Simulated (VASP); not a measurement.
# Pt (Fm-3m) in VASP: a series of runs

Runs on Pt. Level: PBEsol. Tasks: single point.

All numbers are computed with VASP 6.6.1; they aren't measurements. Logs are shortened: lines on timing, memory, paths and dates and some standing lists are left out, and cuts for length are marked.

**1. The cell of the first run**

It takes space group Fm-3m (No. 225, cubic). The conventional cell has a = 3.858 Å, b = 3.858 Å, c = 3.858 Å, α = 90.00°, β = 90.00°, γ = 90.00°. Pt (site symmetry m-3m) has 12 Pt at 2.73 Å within 3.6 Å.

**2. Single point, PBEsol, collinear spin (14.36 Å³/atom)**

INCAR

```
SYSTEM = Pt
ALGO = Normal ; EDIFF = 1E-6
ENCUT = 520 ; GGA = PS
ISIF = 2 ; ISMEAR = 0
ISPIN = 2 ; LASPH = .TRUE.
LCHARG = .FALSE. ; LMAXMIX = 4
LORBIT = 11 ; LREAL = .FALSE.
LWAVE = .FALSE. ; MAGMOM = 0.4
NBANDS = 15 ; NELM = 150
NUPDOWN = 0.4 ; PREC = Accurate
SIGMA = 0.15
```

KPOINTS

```
k-points
0
G
  22 22 22
  0 0 0
```

POSCAR

```
Pt
1.0
    0.0000000000      1.9291443853      1.9291443853
    1.9291443853      0.0000000000      1.9291443853
    1.9291443853      1.9291443853      0.0000000000
Pt
1
Direct
    0.0000000000      0.0000000000      0.0000000000
```

Potentials or basis: VASP PAW PBE potentials, release 64 (Pt).

On the command line:

```sh
$ cat potpaw_PBE.64/Pt/POTCAR > POTCAR
$ mpirun -np 1 vasp_std > vasp.out
```

OUTCAR:

```text
SYSTEM = Pt
   EDIFF = 1E-6
   ENCUT = 520
   GGA = PS
   ISIF = 2
   ISMEAR = 0
   ISPIN = 2
   LASPH = .TRUE.
   LORBIT = 11
   LREAL = .FALSE.
   NELM = 150
   NUPDOWN = 0.4
   PREC = Accurate

 ion  position               nearest neighbor table
   1  0.000  0.000  0.000-

  LATTYP: Found a face centered cubic cell.
 ALAT       =     3.8582887706

  Lattice vectors:

 A1 = (   0.0000000000,   1.9291443853,   1.9291443853)
 A2 = (   1.9291443853,   0.0000000000,   1.9291443853)
 A3 = (   1.9291443853,   1.9291443853,   0.0000000000)

Analysis of symmetry for initial positions (statically):
=====================================================================
 Subroutine PRICEL returns:
 Original cell was already a primitive cell.

 Routine SETGRP: Setting up the symmetry group for a
 face centered cubic supercell.

 Subroutine GETGRP returns: Found 48 space group operations
 (whereof 48 operations were pure point group operations)
 out of a pool of 48 trial point group operations.

The static configuration has the point symmetry O_h .

Analysis of symmetry for dynamics (positions and initial velocities):
=====================================================================
 Subroutine PRICEL returns:
 Original cell was already a primitive cell.

 Routine SETGRP: Setting up the symmetry group for a
 face centered cubic supercell.

 Subroutine GETGRP returns: Found 48 space group operations
 (whereof 48 operations were pure point group operations)
 out of a pool of 48 trial point group operations.

The dynamic configuration has the point symmetry O_h .

Analysis of structural, dynamic, and magnetic symmetry:
=====================================================================
 Subroutine PRICEL returns:
 Original cell was already a primitive cell.

 Routine SETGRP: Setting up the symmetry group for a
 face centered cubic supercell.

 Subroutine GETGRP returns: Found 48 space group operations
 (whereof 48 operations were pure point group operations)
 out of a pool of 48 trial point group operations.

The overall configuration has the point symmetry O_h .

 Subroutine INISYM returns: Found 48 space group operations
 (whereof 48 operations are pure point group operations),
 and found     1 'primitive' translations

----------------------------------------------------------------------------------------

                                     Primitive cell

  volume of cell :      14.3590

  direct lattice vectors                    reciprocal lattice vectors
     0.000000000  1.929144385  1.929144385    -0.259182259  0.259182259  0.259182259
     1.929144385  0.000000000  1.929144385     0.259182259 -0.259182259  0.259182259
[... 121 lines left out ...]
 number of electron      10.0000000 magnetization       0.4000000

 number of electron       9.9999999 magnetization       0.4000000

 Free energy of the ion-electron system (eV)
  ---------------------------------------------------
  ext. energy  EPLUGINS =         0.00000000
  ---------------------------------------------------
  free energy    TOTEN  =        -6.92475379 eV

  energy without entropy =       -6.90919670  energy(sigma->0) =       -6.91697524

 E-fermi :  11.9940     XC(G=0): -13.9188

 val. band max:       12.2076788691   @ k =   0.4545   0.0455   0.0000
 cond. band min:      12.0018360380   @ k =   0.5000   0.3636   0.0909
 fundamental gap:     -0.2058428310
 Fermi energy:        12.2281007864

 spin component 1

 k-point     1 :       0.0000    0.0000    0.0000
  band No.  band energies     occupation
      1       1.1696      1.00000
      2       7.8191      1.00000
      3       7.8191      1.00000
      4       7.8191      1.00000
      5      10.1885      1.00000
      6      10.1885      1.00000
      7      26.5100      0.00000
      8      31.7495      0.00000
      9      31.7495      0.00000
     10      31.7495      0.00000
     11      37.2524      0.00000
     12      44.1842      0.00000
     13      44.1842      0.00000
     14      44.1843      0.00000
[... 403 lines left out ...]
      4      10.5897      1.00000
      5      11.8743      0.99957
      6      12.5819      0.00043
      7      18.3688      0.00000
      8      26.2663      0.00000
      9      31.0301      0.00000
     10      31.4748      0.00000
     11      40.8056      0.00000
     12      41.2477      0.00000
     13      42.4178      0.00000
     14      44.4801      0.00000
     15      44.5320      0.00000

 [... further k-points ...]

 spin component 2

 k-point     1 :       0.0000    0.0000    0.0000
  band No.  band energies     occupation
      1       1.2407      1.00000
      2       8.0897      1.00000
      3       8.0897      1.00000
      4       8.0897      1.00000
      5      10.4369      1.00000
      6      10.4369      1.00000
      7      26.5720      0.00000
      8      31.8029      0.00000
      9      31.8029      0.00000
     10      31.8029      0.00000
     11      37.2578      0.00000
     12      44.6114      0.00000
     13      44.6114      0.00000
     14      44.6114      0.00000
[... 403 lines left out ...]
      4      10.7042      1.00000
      5      12.1682      0.05020
      6      12.8094      0.00000
      7      18.5895      0.00000
      8      26.3110      0.00000
      9      31.1293      0.00000
     10      31.5742      0.00000
     11      40.8823      0.00000
     12      41.3244      0.00000
     13      42.5026      0.00000
     14      44.9102      0.00000
     15      44.9695      0.00000

 [... further k-points ...]
[... 5 lines left out ...]
  --------------------------------------------------------------------------------------
  -------------------------------------------------------------------------------------
  Total        1.3997428      1.3997428      1.3997428      0.0000000      0.0000000      0.0000000
  in kB      156.1833073    156.1833073    156.1833073      0.0000000      0.0000000      0.0000000
  external PRESSURE =     156.1833073 kB  Pullay stress =       0.0000000 kB

 VOLUME and BASIS-vectors are now :
 -----------------------------------------------------------------------------
  energy-cutoff  :      520.00
  volume of cell :       14.36
      direct lattice vectors                 reciprocal lattice vectors
     0.000000000  1.929144385  1.929144385    -0.259182259  0.259182259  0.259182259
     1.929144385  0.000000000  1.929144385     0.259182259 -0.259182259  0.259182259
     1.929144385  1.929144385  0.000000000     0.259182259  0.259182259 -0.259182259

 POSITION                                       TOTAL-FORCE (eV/Angst)
 -----------------------------------------------------------------------------------
      0.00000      0.00000      0.00000         0.000000      0.000000      0.000000
 -----------------------------------------------------------------------------------
    total drift:                                0.000000      0.000000      0.000000

  FREE ENERGIE OF THE ION-ELECTRON SYSTEM (eV)
  ---------------------------------------------------
  free  energy   TOTEN  =        -6.9247537912 eV

  energy  without entropy=       -6.9091966969  energy(sigma->0) =       -6.91697524

 total charge

# of ion       s       p       d       tot
------------------------------------------
    1        0.661   0.682   8.081   9.424

 magnetization (x)

# of ion       s       p       d       tot
------------------------------------------
    1        0.000  -0.003   0.397   0.394
```

stdout:

```text
POSCAR found type information on POSCAR Pt
 POSCAR found :  1 types and       1 ions
 scaLAPACK will be used
 -----------------------------------------------------------------------------
|                                                                             |
|                                                                             |
|     You enforced a specific xc type in the INCAR file but a different       |
|     I HOPE YOU KNOW WHAT YOU ARE DOING!                                     |
|                                                                             |
 -----------------------------------------------------------------------------

 LDA part: xc-table for (Slater+PW92), standard interpolation
 POSCAR, INCAR and KPOINTS ok, starting setup
 FFT: planning ... GRIDC
 FFT: planning ... GRID_SOFT
 FFT: planning ... GRID
 WAVECAR not read
 entering main loop
```

Run time: 2.9 min. Hardware: 1 thread of Intel Xeon 8259CL, shared host; peak memory 0.22 GiB.

What came out:

| Quantity | Value |
| --- | --- |
| Free energy | -6.9248 eV |
| Pressure | 15.6 GPa |
| Net moment | 0.40 μB per cell |
| Site moments | Pt +0.39 μB |
| Valence electrons inside the program's atomic spheres | Pt 9.42 |

Caveat: the cell stands under pressure; the PAW data sets were made with another functional, which shifts forces and pressure a little; spin-orbit coupling is left out, which moves the levels of the heavy elements; the total moment is fixed, so each spin has its own Fermi level and the state may be an excited one.

**3. Single point, PBEsol, collinear spin (14.36 Å³/atom)**

INCAR

```
  PREC = Accurate
  ENCUT = 520
  EDIFF = 1E-7
  ISMEAR = 0
  SIGMA = 0.15
  LREAL = F
  LASPH = T
  NELM = 150
  ALGO = Normal
  ISIF = 2
  LWAVE = F
  LCHARG = F
  ISPIN = 2
  MAGMOM = 0.3
  LORBIT = 11
  NUPDOWN = 0.3
  LMAXMIX = 4
  GGA = PS
  NBANDS = 15
```

KPOINTS

```
regular mesh
0
Gamma
  22 22 22
```

POSCAR is that of step 2.

Potentials or basis: VASP PAW PBE potentials, release 64 (Pt).

On the command line:

```sh
$ cat potpaw_PBE.64/Pt/POTCAR > POTCAR
$ mpirun -np 1 vasp_std > vasp.out
```

OUTCAR:

```text
PREC = Accurate
   ENCUT = 520
   EDIFF = 1E-7
   ISMEAR = 0
   LREAL = F
   LASPH = T
   NELM = 150
   ISIF = 2
   ISPIN = 2
   LORBIT = 11
   NUPDOWN = 0.3
   GGA = PS

 ion  position               nearest neighbor table
   1  0.000  0.000  0.000-

  LATTYP: Found a face centered cubic cell.
 ALAT       =     3.8582887706

  Lattice vectors:

 A1 = (   0.0000000000,   1.9291443853,   1.9291443853)
 A2 = (   1.9291443853,   0.0000000000,   1.9291443853)
 A3 = (   1.9291443853,   1.9291443853,   0.0000000000)

Analysis of symmetry for initial positions (statically):
=====================================================================
 Subroutine PRICEL returns:
 Original cell was already a primitive cell.

 Routine SETGRP: Setting up the symmetry group for a
 face centered cubic supercell.

 Subroutine GETGRP returns: Found 48 space group operations
 (whereof 48 operations were pure point group operations)
 out of a pool of 48 trial point group operations.

The static configuration has the point symmetry O_h .

Analysis of symmetry for dynamics (positions and initial velocities):
=====================================================================
 Subroutine PRICEL returns:
 Original cell was already a primitive cell.

 Routine SETGRP: Setting up the symmetry group for a
 face centered cubic supercell.

 Subroutine GETGRP returns: Found 48 space group operations
 (whereof 48 operations were pure point group operations)
 out of a pool of 48 trial point group operations.

The dynamic configuration has the point symmetry O_h .

Analysis of structural, dynamic, and magnetic symmetry:
=====================================================================
 Subroutine PRICEL returns:
 Original cell was already a primitive cell.

 Routine SETGRP: Setting up the symmetry group for a
 face centered cubic supercell.

 Subroutine GETGRP returns: Found 48 space group operations
 (whereof 48 operations were pure point group operations)
 out of a pool of 48 trial point group operations.

The overall configuration has the point symmetry O_h .

 Subroutine INISYM returns: Found 48 space group operations
 (whereof 48 operations are pure point group operations),
[... 155 lines left out ...]
      1       1.1787      1.00000
      2       7.8511      1.00000
      3       7.8511      1.00000
      4       7.8511      1.00000
      5      10.2190      1.00000
      6      10.2190      1.00000
      7      26.5172      0.00000
      8      31.7573      0.00000
      9      31.7573      0.00000
     10      31.7573      0.00000
     11      37.2549      0.00000
     12      44.2359      0.00000
     13      44.2359      0.00000
     14      44.2359      0.00000
[... 403 lines left out ...]
      4      10.6047      1.00000
      5      11.9095      0.99390
      6      12.6088      0.00002
      7      18.3951      0.00000
      8      26.2726      0.00000
      9      31.0424      0.00000
     10      31.4871      0.00000
     11      40.8158      0.00000
     12      41.2580      0.00000
     13      42.4277      0.00000
     14      44.5322      0.00000
     15      44.5849      0.00000

 [... further k-points ...]

 spin component 2

 k-point     1 :       0.0000    0.0000    0.0000
  band No.  band energies     occupation
      1       1.2311      1.00000
      2       8.0540      1.00000
      3       8.0540      1.00000
      4       8.0540      1.00000
      5      10.4063      1.00000
      6      10.4063      1.00000
      7      26.5622      0.00000
      8      31.7967      0.00000
      9      31.7967      0.00000
     10      31.7967      0.00000
     11      37.2572      0.00000
     12      44.5573      0.00000
     13      44.5573      0.00000
     14      44.5573      0.00000
[... 403 lines left out ...]
      4      10.6899      1.00000
      5      12.1305      0.13636
      6      12.7796      0.00000
      7      18.5605      0.00000
      8      26.3047      0.00000
      9      31.1158      0.00000
     10      31.5607      0.00000
     11      40.8726      0.00000
     12      41.3147      0.00000
     13      42.4903      0.00000
     14      44.8561      0.00000
     15      44.9144      0.00000

 [... further k-points ...]
[... 5 lines left out ...]
  --------------------------------------------------------------------------------------
  -------------------------------------------------------------------------------------
  Total        1.3614724      1.3614724      1.3614724      0.0000000      0.0000000     -0.0000000
  in kB      151.9130977    151.9130977    151.9130977      0.0000000      0.0000000     -0.0000000
  external PRESSURE =     151.9130977 kB  Pullay stress =       0.0000000 kB

 VOLUME and BASIS-vectors are now :
 -----------------------------------------------------------------------------
  energy-cutoff  :      520.00
  volume of cell :       14.36
      direct lattice vectors                 reciprocal lattice vectors
     0.000000000  1.929144385  1.929144385    -0.259182259  0.259182259  0.259182259
     1.929144385  0.000000000  1.929144385     0.259182259 -0.259182259  0.259182259
     1.929144385  1.929144385  0.000000000     0.259182259  0.259182259 -0.259182259

 POSITION                                       TOTAL-FORCE (eV/Angst)
 -----------------------------------------------------------------------------------
      0.00000      0.00000      0.00000         0.000000      0.000000      0.000000
 -----------------------------------------------------------------------------------
    total drift:                                0.000000      0.000000      0.000000

  FREE ENERGIE OF THE ION-ELECTRON SYSTEM (eV)
  ---------------------------------------------------
  free  energy   TOTEN  =        -6.9345735375 eV

  energy  without entropy=       -6.9177526806  energy(sigma->0) =       -6.92616311

 total charge

# of ion       s       p       d       tot
------------------------------------------
    1        0.661   0.681   8.082   9.424

 magnetization (x)

# of ion       s       p       d       tot
------------------------------------------
    1       -0.000  -0.003   0.299   0.296
```

OSZICAR:

```text
N       E                     dE             d eps       ncg     rms          rms(c)
DAV:   1     0.434184116813E+02    0.43418E+02   -0.47699E+03 19800   0.589E+02
DAV:   2    -0.658329506052E+01   -0.50002E+02   -0.47737E+02 26540   0.159E+02
DAV:   3    -0.736822222597E+01   -0.78493E+00   -0.78195E+00 26204   0.178E+01
DAV:   4    -0.737046823354E+01   -0.22460E-02   -0.22457E-02 23839   0.111E+00
DAV:   5    -0.737047993263E+01   -0.11699E-04   -0.11699E-04 25879   0.673E-02    0.156E+01
DAV:   6    -0.699163921398E+01    0.37884E+00   -0.69493E-01 28332   0.531E+00    0.805E+00
DAV:   7    -0.693947212914E+01    0.52167E-01   -0.16364E-01 28682   0.246E+00    0.300E+00
DAV:   8    -0.693581128065E+01    0.36608E-02   -0.23972E-03 22978   0.363E-01    0.146E+00
DAV:   9    -0.693459080530E+01    0.12205E-02   -0.16233E-03 27758   0.291E-01    0.209E-01
DAV:  10    -0.693457104517E+01    0.19760E-04   -0.46185E-05 24958   0.472E-02    0.160E-02
DAV:  11    -0.693457265417E+01   -0.16090E-05   -0.15713E-06 27330   0.767E-03    0.132E-02
DAV:  12    -0.693457336813E+01   -0.71396E-06   -0.23532E-07 24791   0.307E-03    0.632E-03
DAV:  13    -0.693457352278E+01   -0.15465E-06   -0.32001E-08 21040   0.129E-03    0.534E-04
DAV:  14    -0.693457353754E+01   -0.14757E-07   -0.15193E-09 18786   0.297E-04
   1 F= -.69345735E+01 E0= -.69261631E+01  d E =-.168209E-01  mag=     0.3000
```

Wall time 3.2 min (1 thread of Intel Xeon 8259CL, shared host); peak memory 0.22 GiB.

What came out:

```yaml
Free_energy: -6.9346 eV
Pressure: 15.2 GPa
Net_moment: 0.30 μB per cell
Site_moments: Pt +0.30 μB
Valence_electrons_inside_the_program's_atomic_spheres: Pt 9.42
```

Caveat: the cell stands under pressure; the PAW data sets were made with another functional, which shifts forces and pressure a little; spin-orbit coupling is left out, which moves the levels of the heavy elements; the total moment is fixed, so each spin has its own Fermi level and the state may be an excited one.

**4. Single point, PBEsol, collinear spin (14.36 Å³/atom)**

INCAR

```
  PREC = Accurate
  ENCUT = 520
  EDIFF = 1E-6
  ISMEAR = 0
  SIGMA = 0.15
  LREAL = F
  LASPH = T
  NELM = 150
  ALGO = Fast
  ISIF = 2
  LWAVE = F
  LCHARG = F
  ISPIN = 2
  MAGMOM = 0.2
  LORBIT = 11
  NUPDOWN = 0.2
  LMAXMIX = 4
  GGA = PS
  NBANDS = 15
```

KPOINTS

```
Automatic mesh
0
Gamma
  22 22 22
```

POSCAR is that of step 3.

On the command line:

```sh
$ cat potpaw_PBE.64/Pt/POTCAR > POTCAR
$ mpirun -np 1 vasp_std > vasp.out
```

Run time: 3.1 min. Hardware: 1 thread of Intel Xeon 8259CL, shared host; peak memory 0.22 GiB.

It converged, with:

| Item | Value |
| --- | --- |
| Free energy | -6.9411 eV |
| Pressure | 14.9 GPa |
| Net moment | 0.20 μB per cell |
| Site moments | Pt +0.20 μB |
| Valence electrons inside the program's atomic spheres | Pt 9.42 |

Caveat: the cell stands under pressure; the PAW data sets were made with another functional, which shifts forces and pressure a little; spin-orbit coupling is left out, which moves the levels of the heavy elements; the total moment is fixed, so each spin has its own Fermi level and the state may be an excited one.

**5. Summary**

```tsv
fixed moment (μB)	pressure (GPa)	moment (μB)
0.4	15.6	0.40
0.3	15.2	0.30
0.2	14.9	0.20
```

Alike in all rows: task single point; level PBEsol; potentials or basis VASP PAW PBE potentials, release 64 (Pt); spin collinear; cell as given; k mesh 22 × 22 × 22; cutoff (eV) 520; smearing gaussian 0.15 eV.

Caveats: the cell stands under pressure; the PAW data sets were made with another functional, which shifts forces and pressure a little; spin-orbit coupling is left out, which moves the levels of the heavy elements; the total moment is fixed, so each spin has its own Fermi level and the state may be an excited one.

Total energies depend on the potentials used, so only differences within one code and one set of settings carry meaning.
